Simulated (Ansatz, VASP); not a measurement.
# CsCaBr3 in VASP and in Ansatz

```xyz
5
Lattice="5.7087 0.0000 0.0000 0.0000 5.8799 0.0000 0.0000 0.0000 5.7087" Properties=species:S:1:pos:R:3 pbc="T T T"
Cs    0.0000    0.0000    0.0000
Ca    2.8543    2.9400    2.8543
Br    2.8543    0.0000    2.8543
Br    0.0000    2.9400    2.8543
Br    2.8543    2.9400    0.0000
```

Change from the starting cell: strain +0.0300 x Voigt [0, 1, 0, 0, 0, 0], atoms carried along.

Alike in both runs: task single point; functional LDA; k mesh 4 × 4 × 4; occupations gaussian, width 0.05 eV; no spin polarisation.

|  | VASP | Ansatz |
| --- | --- | --- |
| version | VASP 6.6.1 | Ansatz 0.2.0 |
| potentials or method | VASP PAW LDA potentials, release 64 (Cs_sv, Ca_sv, Br), cutoff 520 eV | scalar-relativistic, plane waves, PAW |
| valence electrons in the cell | 40 | 40 |

VASP gave:

```
gap on the k mesh at the Fermi level (eV)                     : 3.97
least direct gap on the mesh (eV)                             : 4.25
pressure (GPa)                                                : -2.4
traceless stress, the component that is largest in VASP (GPa) : -0.55
```

Q: Which values does Ansatz return?

A: gap on the k mesh at the Fermi level (eV): 3.96; least direct gap on the mesh (eV): 4.24; pressure (GPa): -2.5; traceless stress, the component that is largest in VASP (GPa): -0.54.

LDA's correlation is that of Perdew and Zunger in VASP and of Perdew and Wang (1992) in Ansatz.

Neither program's run includes spin-orbit coupling.
